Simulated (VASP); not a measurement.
# CaMg (P4/mmm) in VASP: further runs

CaMg is run at these levels: LDA; tasks: single point.

Everything below comes from runs of VASP 6.6.1. Logs are shortened: lines on timing, memory, paths and dates and some standing lists are left out, and cuts for length are marked.

### 1 The cell of the first run

It takes space group P4/mmm (No. 123, tetragonal). The conventional cell has a = 3.899 Å, b = 3.899 Å, c = 4.180 Å, α = 90.00°, β = 90.00°, γ = 90.00°. Ca (site symmetry 4/mmm) has 8 Mg at 3.46 Å and 6 Ca at 3.90 to 4.18 Å within 4.5 Å. Within 4.5 Å of Mg (site symmetry 4/mmm) lie 8 Ca at 3.46 Å and 6 Mg at 3.90 to 4.18 Å.

### 2 Single point, LDA (31.78 Å³/atom)

The input, INCAR:

```
PREC = Accurate
ENCUT = 520
EDIFF = 1E-6
ISMEAR = 0
SIGMA = 0.15
LREAL = False
LASPH = True
NELM = 80
ALGO = Fast
ISIF = 2
LWAVE = False
LCHARG = True
LELF = True
LVHAR = True
NBANDS = 13
```

The input, KPOINTS:

```
Automatic mesh
0
Gamma
  14 14 14
```

The input, POSCAR:

```
CaMg
1.0
    3.8994281530      0.0000000000      0.0000000000
    0.0000000000      3.8994281530      0.0000000000
    0.0000000000      0.0000000000      4.1801869800
Ca Mg
1 1
Direct
    0.0000000000      0.0000000000      0.0000000000
    0.5000000000      0.5000000000      0.5000000000
```

Potentials or basis: VASP PAW LDA potentials, release 64 (Ca_sv, Mg).

Run with:

```bash
$ cat potpaw_LDA.64/Ca_sv/POTCAR potpaw_LDA.64/Mg/POTCAR > POTCAR
$ mpirun -np 1 vasp_std > vasp.out
```

OUTCAR:

```text
PREC = Accurate
   ENCUT = 520
   EDIFF = 1E-6
   ISMEAR = 0
   LREAL = False
   LASPH = True
   NELM = 80
   ISIF = 2

 ion  position               nearest neighbor table
   1  0.000  0.000  0.000-
   2  0.500  0.500  0.500-

  LATTYP: Found a simple tetragonal cell.
 ALAT       =     3.8994281530
 C/A-ratio  =     1.0720000000

  Lattice vectors:

 A1 = (   3.8994281530,   0.0000000000,   0.0000000000)
 A2 = (   0.0000000000,   3.8994281530,   0.0000000000)
 A3 = (   0.0000000000,   0.0000000000,   4.1801869800)

Analysis of symmetry for initial positions (statically):
=====================================================================
 Subroutine PRICEL returns:
 Original cell was already a primitive cell.

 Routine SETGRP: Setting up the symmetry group for a
 simple tetragonal supercell.

 Subroutine GETGRP returns: Found 16 space group operations
 (whereof 16 operations were pure point group operations)
 out of a pool of 16 trial point group operations.

The static configuration has the point symmetry D_4h.

Analysis of symmetry for dynamics (positions and initial velocities):
=====================================================================
 Subroutine PRICEL returns:
 Original cell was already a primitive cell.

 Routine SETGRP: Setting up the symmetry group for a
 simple tetragonal supercell.

 Subroutine GETGRP returns: Found 16 space group operations
 (whereof 16 operations were pure point group operations)
 out of a pool of 16 trial point group operations.

The dynamic configuration has the point symmetry D_4h.

 Subroutine INISYM returns: Found 16 space group operations
 (whereof 16 operations are pure point group operations),
 and found     1 'primitive' translations

----------------------------------------------------------------------------------------

                                     Primitive cell

  volume of cell :      63.5620

  direct lattice vectors                    reciprocal lattice vectors
     3.899428153  0.000000000  0.000000000     0.256447859  0.000000000  0.000000000
     0.000000000  3.899428153  0.000000000     0.000000000  0.256447859  0.000000000
     0.000000000  0.000000000  4.180186980     0.000000000  0.000000000  0.239223749

  length of vectors
     3.899428153  3.899428153  4.180186980     0.256447859  0.256447859  0.239223749

  position of ions in fractional coordinates (direct lattice)
     0.000000000  0.000000000  0.000000000
     0.500000000  0.500000000  0.500000000

  ion indices of the primitive-cell ions
   primitive index   ion index
                 1           1
                 2           2

----------------------------------------------------------------------------------------

 KPOINTS: Automatic mesh

Automatic generation of k-mesh.
 Grid dimensions read from file:
 generate k-points for:   14   14   14

 Generating k-lattice:

  Cartesian coordinates                     Fractional coordinates (reciprocal lattice)
     0.018317704  0.000000000  0.000000000     0.071428571  0.000000000  0.000000000
     0.000000000  0.018317704  0.000000000     0.000000000  0.071428571  0.000000000
     0.000000000  0.000000000  0.017087411     0.000000000  0.000000000  0.071428571

  Length of vectors
     0.018317704  0.018317704  0.017087411

  Shift w.r.t. Gamma in fractional coordinates (k-lattice)
     0.000000000  0.000000000  0.000000000

 Subroutine IBZKPT returns following result:
 ===========================================

 Found    288 irreducible k-points:

 Following reciprocal coordinates:
            Coordinates               Weight
  0.000000  0.000000  0.000000      1.000000
  0.071429  0.000000  0.000000      4.000000
  0.142857  0.000000  0.000000      4.000000
  0.214286  0.000000  0.000000      4.000000
  0.285714  0.000000  0.000000      4.000000
  0.357143  0.000000  0.000000      4.000000
[... 16 lines left out ...]
  0.285714  0.214286  0.000000      8.000000
  0.357143  0.214286  0.000000      8.000000
 [... further k-points ...]
   k-points           NKPTS =    288   k-points in BZ     NKDIM =    288   number of bands    NBANDS=     13
   number of dos      NEDOS =    301   number of ions     NIONS =      2
   total plane-waves  NPLWV =  28800
   dimension x,y,z NGX =    30 NGY =   30 NGZ =   32
   dimension x,y,z NGXF=    60 NGYF=   60 NGZF=   64
   ions per type =               1   1
   NGX,Y,Z   is equivalent  to a cutoff of  12.79, 12.79, 12.73 a.u.
   NGXF,Y,Z  is equivalent  to a cutoff of  25.58, 25.58, 25.45 a.u.
 SYSTEM =  unknown system
   PREC   = accura    normal or accurate (medium, high low for compatibility)
   ISTART =      0    job   : 0-new  1-cont  2-samecut
   ICHARG =      2    charge: 1-file 2-atom 10-const
   ISPIN  =      1    spin polarized calculation?
   LNONCOLLINEAR =      F non collinear calculations
   LSORBIT =      F    spin-orbit coupling
   LASPH  =      T    aspherical Exc in radial PAW
   ENCUT  =  520.0 eV  38.22 Ry    6.18 a.u.   7.25  7.25  7.77*2*pi/ulx,y,z
   NELM   =     80;   NELMIN=  2; NELMDL= -5     # of ELM steps
   EDIFF  = 0.1E-05   stopping-criterion for ELM
   LREAL  =      F    real-space projection
   EDIFFG = 0.1E-04   stopping-criterion for IOM
   NSW    =      0    number of steps for IOM
   IBRION =     -1    ionic relax: 0-MD 1-quasi-New 2-CG
   NFREE  =      0    steps in history (QN), initial steepest desc. (CG)
   ISIF   =      2    stress and relaxation
   ISYM   =      2    0-nonsym 1-usesym 2-fastsym
   POTIM  = 0.5000    time-step for ionic-motion
   TEBEG  =    0.0;   TEEND  =   0.0 temperature during run
   PSTRESS=    0.0 pullay stress
   NELECT =      12.0000    total number of electrons
   NUPDOWN=      -1.0000    fix difference up-down
   EMIN   =  10.00;   EMAX   =-10.00  energy-range for DOS
   EFERMI =   0.00;   METHOD = LEGACY
   ISMEAR =     0;   SIGMA  =   0.15  broadening in eV -4-tet -1-fermi 0-gaus
   EFERMI_NEDOS =   21; number of points for ismear=-14 and -15
   IALGO  =     68    algorithm
   IMIX   =      4    mixing-type and parameters
     AMIX     =   0.40;   BMIX     =  1.00
     AMIX_MAG =   1.60;   BMIX_MAG =  1.00
  volume/ion in A,a.u.               =      31.78       214.47
  Fermi-wavevector in a.u.,A,eV,Ry     =   0.939152  1.774741 12.000436  0.882007
  Thomas-Fermi vector in A             =   2.066436
   LORBIT       =      0    0 simple, 1 ext, 2 COOP (PROOUT), +10 PAW based schemes
   GGA     = CA    functional components
   LHFCALC =     F    Hartree Fock is set to
   AEXX    =    0.0000 exact exchange contribution
   IVDW    =     0    specifies the selected vdW correction
   LEPSILON=     F    determine dielectric tensor
   LRPA    =     F    only Hartree local field effects (RPA)
 non-spin polarized calculation
 RMM-DIIS sequential band-by-band and
 Gauss-broadening in eV      SIGMA  =   0.15
  energy-cutoff  :      520.00
  volume of cell :       63.56
 maximum number of plane-waves:      1734
 NGX is ok and might be reduce to    30
   NGX = 15   NGY = 15   NGZ = 15

 number of electron      12.0000004 magnetization

 Free energy of the ion-electron system (eV)
  ---------------------------------------------------
  ext. energy  EPLUGINS =         0.00000000
  ---------------------------------------------------
  free energy    TOTEN  =        -4.23159487 eV

  energy without entropy =       -4.21161259  energy(sigma->0) =       -4.22160373

 E-fermi :   1.9227     XC(G=0):  -8.3229

 val. band max:        1.9173365557   @ k =   0.4286   0.3571   0.3571
 cond. band min:       1.9241854076   @ k =   0.5000   0.3571   0.3571
 fundamental gap:      0.0068488519
 Fermi energy:         1.9227303366

 k-point     1 :       0.0000    0.0000    0.0000
  band No.  band energies     occupation
      1     -39.1944      2.00000
      2     -20.4762      2.00000
      3     -20.4602      2.00000
      4     -20.4602      2.00000
      5      -3.1573      2.00000
      6       2.8023      0.00000
      7       2.9634      0.00000
      8       5.0741      0.00000
      9       5.4955      0.00000
     10       5.4955      0.00000
     11       5.7222      0.00000
     12       6.2872      0.00000
     13       6.2872      0.00000

 k-point     2 :       0.0714    0.0000    0.0000
  band No.  band energies     occupation
      1     -39.1942      2.00000
      2     -20.4759      2.00000
      3     -20.4644      2.00000
      4     -20.4598      2.00000
      5      -3.1023      2.00000
      6       2.8082      0.00000
      7       2.9310      0.00000
      8       4.8569      0.00000
      9       5.5049      0.00000
     10       5.5170      0.00000
     11       5.7423      0.00000
     12       6.0534      0.00000
     13       6.5254      0.00000

 k-point     3 :       0.1429    0.0000    0.0000
  band No.  band energies     occupation
      1     -39.1934      2.00000
      2     -20.4762      2.00000
      3     -20.4748      2.00000
      4     -20.4588      2.00000
      5      -2.9385      2.00000
      6       2.6429      0.00000
      7       2.9645      0.00000
      8       4.5439      0.00000
      9       5.1955      0.00000
     10       5.5315      0.00000
     11       5.6809      0.00000
     12       6.1473      0.00000
     13       6.9486      0.00000
[... 305 lines left out ...]
 k-point    23 :       0.2857    0.2143    0.0000
  band No.  band energies     occupation
      1     -39.1892      2.00000
      2     -20.5084      2.00000
      3     -20.4879      2.00000
      4     -20.4684      2.00000
      5      -1.8490      2.00000
      6       1.8783      1.32479
      7       2.7004      0.00000
      8       4.1384      0.00000
      9       4.1545      0.00000
     10       4.9606      0.00000
     11       6.0567      0.00000
     12       6.5173      0.00000
     13       7.9655      0.00000

 k-point    24 :       0.3571    0.2143    0.0000
  band No.  band energies     occupation
      1     -39.1881      2.00000
      2     -20.5250      2.00000
      3     -20.4862      2.00000
      4     -20.4668      2.00000
      5      -1.4132      2.00000
      6       1.1872      2.00000
      7       2.9385      0.00000
      8       4.0220      0.00000
      9       4.0437      0.00000
     10       4.9770      0.00000
     11       6.1479      0.00000
     12       6.8020      0.00000
     13       8.3942      0.00000

 [... further k-points ...]
[... 5 lines left out ...]
  --------------------------------------------------------------------------------------
  -------------------------------------------------------------------------------------
  Total       -0.9292287     -0.9292287     -1.1701543      0.0000000     -0.0000000     -0.0000000
  in kB      -23.4226295    -23.4226295    -29.4955273      0.0000000     -0.0000000     -0.0000000
  external PRESSURE =     -25.4469288 kB  Pullay stress =       0.0000000 kB

 VOLUME and BASIS-vectors are now :
 -----------------------------------------------------------------------------
  energy-cutoff  :      520.00
  volume of cell :       63.56
      direct lattice vectors                 reciprocal lattice vectors
     3.899428153  0.000000000  0.000000000     0.256447859  0.000000000  0.000000000
     0.000000000  3.899428153  0.000000000     0.000000000  0.256447859  0.000000000
     0.000000000  0.000000000  4.180186980     0.000000000  0.000000000  0.239223749

 POSITION                                       TOTAL-FORCE (eV/Angst)
 -----------------------------------------------------------------------------------
      0.00000      0.00000      0.00000         0.000000      0.000000      0.000000
      1.94971      1.94971      2.09009         0.000000      0.000000      0.000000
 -----------------------------------------------------------------------------------
    total drift:                                0.000000     -0.000000     -0.000000

  FREE ENERGIE OF THE ION-ELECTRON SYSTEM (eV)
  ---------------------------------------------------
  free  energy   TOTEN  =        -4.2315948733 eV

  energy  without entropy=       -4.2116125933  energy(sigma->0) =       -4.22160373
```

It took 6.3 min on 1 thread of Intel Xeon 8259CL, shared host; peak memory 0.37 GiB.

What came out:

- Free energy: -4.2316 eV
- Pressure: -2.5 GPa
- Band gap on the k mesh: zero (bands 6 and 7 overlap by 1.21 eV)

Stress tensor (GPa, compression positive):
```
-2.34  0.00  0.00
 0.00 -2.34  0.00
 0.00  0.00 -2.95
```

### 3 Single point, LDA (31.78 Å³/atom)

The input, INCAR:

```
SYSTEM = CaMg
PREC = Accurate
ENCUT = 520
EDIFF = 1E-7
ISMEAR = 0
SIGMA = 0.15
LREAL = .FALSE.
LASPH = .TRUE.
NELM = 80
ALGO = Fast
ISIF = 2
LWAVE = .FALSE.
LCHARG = .FALSE.
GGA = CA
NBANDS = 13
```

The input, KPOINTS:

```
regular mesh
0
G
  14 14 14
  0 0 0
```

The input, POSCAR:

```
CaMg
1.0
    3.5541183217      0.0000000000      0.0000000000
    0.0000000000      3.5541183217      0.0000000000
    0.0000000000      0.0000000000      5.0319207198
Ca Mg
1 1
Direct
    0.0000000000      0.0000000000      0.0000000000
    0.5000000000      0.5000000000      0.5000000000
```

Potentials or basis: VASP PAW LDA potentials, release 64 (Ca_sv, Mg).

Run with:

```bash
$ cat potpaw_LDA.64/Ca_sv/POTCAR potpaw_LDA.64/Mg/POTCAR > POTCAR
$ mpirun -np 1 vasp_std > vasp.out
```

Run time: 6.8 min. Hardware: 1 thread of Intel Xeon 8259CL, shared host; peak memory 0.38 GiB.

Results (log left out):

| Item | Value |
| --- | --- |
| Free energy | -4.1445 eV |
| Pressure | -2.4 GPa |
| Band gap on the k mesh | zero (bands 6 and 7 overlap by 1.19 eV) |

Stress tensor (GPa, compression positive):
```
-1.80  0.00  0.00
 0.00 -1.80  0.00
 0.00  0.00 -3.74
```

Levels at points of the mesh, in eV from the Fermi level:
| k point | band 2 | band 3 | band 4 | band 5 | band 6 | band 7 | band 8 | band 9 | band 10 | band 11 |
| --- | --- | --- | --- | --- | --- | --- | --- | --- | --- | --- |
| (0.00, 0.00, 0.00) | -22.48 | -22.38 | -22.38 | -5.13 | -0.03 | 0.69 | 1.15 | 3.60 | 3.60 | 4.38 |
| (0.50, 0.00, 0.00) | -22.58 | -22.45 | -22.36 | -2.29 | -2.01 | 0.48 | 1.49 | 3.05 | 3.91 | 4.10 |
| (0.50, 0.50, 0.00) | -22.56 | -22.56 | -22.43 | -1.00 | 0.64 | 0.64 | 1.11 | 1.72 | 1.72 | 4.35 |
| (0.00, 0.00, 0.50) | -22.48 | -22.38 | -22.38 | -3.93 | -3.08 | 1.29 | 2.45 | 3.20 | 3.20 | 4.40 |
| (0.50, 0.00, 0.50) | -22.58 | -22.46 | -22.36 | -2.09 | -0.75 | -0.25 | -0.06 | 2.92 | 3.12 | 3.69 |
| (0.50, 0.50, 0.50) | -22.56 | -22.56 | -22.44 | -0.34 | 0.01 | 0.01 | 1.65 | 2.87 | 3.04 | 3.04 |

### 4 Single point, LDA (33.31 Å³/atom)

This run uses another cell than the first one, of 33.31 Å³/atom.

The input, INCAR:

```
SYSTEM = CaMg
PREC = Accurate
ENCUT = 520
EDIFF = 1E-6
ISMEAR = 0
SIGMA = 0.15
LREAL = .False.
LASPH = .True.
NELM = 60
ALGO = Fast
ISIF = 2
LWAVE = .False.
LCHARG = .False.
NBANDS = 13
```

The input, KPOINTS:

```
regular mesh
0
Gamma
  14 14 14
  0 0 0
```

The input, POSCAR:

```
CaMg
1.0
    4.2462335249      0.0000000000      0.0000000000
    0.0000000000      4.2462335249      0.0000000000
    0.0000000000      0.0000000000      3.6950724133
Ca Mg
1 1
Direct
    0.0000000000      0.0000000000      0.0000000000
    0.5000000000      0.5000000000      0.5000000000
```

Run with:

```bash
$ cat potpaw_LDA.64/Ca_sv/POTCAR potpaw_LDA.64/Mg/POTCAR > POTCAR
$ mpirun -np 1 vasp_std > vasp.out
```

It took 4.5 min on 1 thread of Intel Xeon 8259CL, shared host; peak memory 0.38 GiB.

The run converged. Its results:

```yaml
Free_energy: -4.1453 eV
Pressure: -3.3 GPa
Band_gap_on_the_k_mesh: zero (bands 6 and 7 overlap by 1.51 eV)
```

Stress tensor (GPa, compression positive):
```
-4.00  0.00  0.00
 0.00 -4.00  0.00
 0.00  0.00 -1.94
```

Levels at points of the mesh, in eV from the Fermi level:
```csv
k point,band 3,band 4,band 5,band 6,band 7,band 8,band 9,band 10
"(0.00, 0.00, 0.00)",-22.53,-22.51,-4.98,0.85,0.95,3.00,3.00,3.18
"(0.50, 0.00, 0.00)",-22.53,-22.51,-3.12,-2.51,1.46,1.69,2.90,3.79
"(0.50, 0.50, 0.00)",-22.57,-22.50,-2.23,-0.60,-0.60,-0.17,3.18,3.18
"(0.00, 0.00, 0.50)",-22.52,-22.52,-2.38,-2.02,1.74,1.74,1.87,3.50
"(0.50, 0.00, 0.50)",-22.55,-22.52,-1.63,-0.22,0.01,0.46,2.21,2.57
"(0.50, 0.50, 0.50)",-22.55,-22.55,-0.25,-0.25,-0.19,1.11,2.59,2.64
```

Caveat: the cell stands under tension.

### 5 Overview

```csv
cell,further INCAR settings,gap on the mesh (eV),pressure (GPa)
"a = 3.899, b = 3.899, c = 4.180 Å, 2 atoms",ALGO = Fast; EDIFF = 1e-06; NBANDS = 13,none,-2.5
"a = 3.554, b = 3.554, c = 5.032 Å, 2 atoms",ALGO = Fast; EDIFF = 1e-07; NBANDS = 13,none,-2.4
"a = 4.246, b = 4.246, c = 3.695 Å, 2 atoms",ALGO = Fast; EDIFF = 1e-06; NBANDS = 13,none,-3.3
```

Alike in all rows: task single point; level LDA; potentials or basis VASP PAW LDA potentials, release 64 (Ca_sv, Mg); no spin polarisation; k mesh 14 × 14 × 14; cutoff (eV) 520; smearing gaussian 0.15 eV.

Caveats: the cell stands under tension (at least some runs).

Total energies depend on the potentials used, so only differences within one code and one set of settings carry meaning.
